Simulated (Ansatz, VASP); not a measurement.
# Rb2Nb in VASP and in Ansatz

The input INCAR:

```
  ALGO = Normal
  EDIFF = 1E-6
  EDIFFG = -0.04
  ENCUT = 600
  GGA = PE
  IBRION = 2
  ISIF = 3
  ISMEAR = 0
  LASPH = T
  LCHARG = F
  LREAL = F
  LWAVE = F
  NELM = 60
  NSW = 90
  PREC = Accurate
  SIGMA = 0.1
```

Contents of KPOINTS:

```
k-points
0
Gamma
  6 6 6
```

The input POSCAR:

```
Rb2Nb
1.0
   -2.5052548209      2.5052548209      4.1088755160
    2.5052548209     -2.5052548209      4.1088755160
    2.5052548209      2.5052548209     -4.1088755160
Rb Nb
2 1
Direct
    0.5930000000      0.5930000000      0.0000000000
    0.4070000000      0.4070000000      0.0000000000
    0.0000000000      0.0000000000      0.0000000000
```

Input for Ansatz:

```yaml
crystal:
  lattice:
    - [-2.5052548209, 2.5052548209, 4.108875516]
    - [2.5052548209, -2.5052548209, 4.108875516]
    - [2.5052548209, 2.5052548209, -4.108875516]
  atoms:
    - { symbol: Rb, position: [0.593, 0.593, 0.0] }
    - { symbol: Rb, position: [0.407, 0.407, 0.0] }
    - { symbol: Nb, position: [0.0, 0.0, 0.0] }
basis:
  ecutwfc: 420
kpoints:
  mp_grid: { grid: [6, 6, 6] }
hamiltonian:
  xc: pbe
scf:
  occupations: { method: gaussian, width: 0.1 }
  lower_state_search: "off"
output:
  forces: true
  stress: true
  eigenvalues: true
relax:
  adjacent_minimum: "off"
  f_tol: 0.04
  max_steps: 70
  cell: { stress_tol: 0.4 }
```

Alike in both runs: task relaxation of cell and atoms; functional PBE; k mesh 6 × 6 × 6; occupations gaussian, width 0.1 eV; no spin polarisation.

|  | VASP | Ansatz |
| --- | --- | --- |
| version | VASP 6.6.1 | Ansatz 0.2.0 |
| potentials or method | VASP PAW PBE potentials, release 64 (Rb_sv, Nb_sv), cutoff 600 eV | scalar-relativistic, plane waves, PAW |
| valence electrons in the cell | 31 | 31 |

|  | VASP | Ansatz | Ansatz less VASP |
| --- | --- | --- | --- |
| gap on the k mesh at the Fermi level, each at its own relaxed structure (eV) | none | none | - |
| relaxed volume (Å³/atom) | 28.51 | 38.77 | +10.262 |
| relaxed cell length with the largest relative difference (Å) | 8.720 | 10.909 | +2.1883 |

A gap of «none» marks a metal or a gap that the smearing closes. One of these differences is far larger than is usual between the two programs; its cause wasn't traced.

Noted on VASP's run: the volume moved by over 15 % at a fixed basis, so the end points are rough.
